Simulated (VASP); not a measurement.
A run of VASP 6.6.1 is set up as follows.

Contents of INCAR:

```
SYSTEM = Na
ALGO = Normal
EDIFF = 1E-6
ENCUT = 520
GGA = PS
ISIF = 2
ISMEAR = 1
LASPH = .True.
LCHARG = .False.
LREAL = .False.
LWAVE = .False.
NBANDS = 10
NELM = 60
PREC = Accurate
SIGMA = 0.1
```

KPOINTS

```
k-points
0
Gamma
  7 7 7
  0 0 0
```

POSCAR

```
Na
1.0
   -2.0846105538      2.0846105538      2.0846105538
    2.0846105538     -2.0846105538      2.0846105538
    2.0846105538      2.0846105538     -2.0846105538
Na
1
Direct
    0.0000000000      0.0000000000      0.0000000000
```

Potentials or basis: VASP PAW PBE potentials, release 64 (Na_pv).

Launch:

```console
$ cat potpaw_PBE.64/Na_pv/POTCAR > POTCAR
$ mpirun -np 1 vasp_std > vasp.out
```

Problem. Estimate the pressure.

Solution. 0.0 GPa.

Problem. Predict the band gap on the k mesh.

Solution. Zero (an odd number of electrons rules out a gap without spin polarisation).

Caveat: the PAW data sets were made with another functional, which shifts forces and pressure a little.
